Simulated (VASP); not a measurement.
# CuO: single point with LDA

Crystal: CuO.

```
Cu O
1.0
     3.79563    0.00000    0.00000
     0.00000    3.79563    0.00000
     0.00000    0.00000    3.07227
Cu O
2 2
Direct
  0.00000 0.00000 0.00000
  0.50000 0.50000 0.00000
  0.50000 0.00000 0.00016
  0.00000 0.50000 0.99984
```

```yaml
Program: VASP 6.6.1
Task: single point
Functional: LDA
Potentials_or_basis: VASP PAW LDA potentials, release 64 (Cu_sv_GW, O)
Cutoff: 820 eV
k_mesh: 8 × 8 × 6
Occupations: fermi-dirac, width 0.05 eV
Spin: no spin polarisation
```

```
Pressure               : -0.5 GPa
Band gap on the k mesh : zero (bands 25 and 26 overlap by 3.39 eV)
```

Stress tensor (GPa, compression positive):
```
-0.12  0.00  0.00
 0.00 -0.12  0.00
 0.00  0.00 -1.29
```

Levels at points of the mesh, in eV from the Fermi level:
```csv
k point,band 23,band 24,band 25,band 26,band 27,band 28,band 29,band 30
"(0.00, 0.00, 0.00)",-1.94,-1.70,-1.40,-1.25,2.22,5.03,11.77,11.77
"(0.50, 0.00, 0.00)",-0.76,-0.76,-0.45,-0.45,5.83,5.83,12.24,12.24
"(0.50, 0.50, 0.00)",0.17,0.17,2.11,2.11,7.18,7.18,7.77,7.77
"(0.00, 0.00, 0.50)",-1.72,-1.69,-1.68,-1.23,5.59,6.68,8.08,8.95
"(0.50, 0.00, 0.50)",-1.00,-1.00,-0.08,-0.08,5.06,5.06,10.44,10.44
"(0.50, 0.50, 0.50)",-0.26,-0.26,2.14,2.14,3.49,3.49,11.62,11.62
```

It took 3 min on 1 thread of Intel(R) Xeon(R) Platinum 8375C CPU @ 2.90GHz (Ice Lake) (shared host), peak memory 0.28 GiB.

Caveat: semilocal functionals often make such compounds metallic where correlation or magnetic order opens a gap, which also shifts bond lengths. With open d or f shells a metallic result of LDA can be an artefact of self-interaction; +U or a hybrid may open a gap.
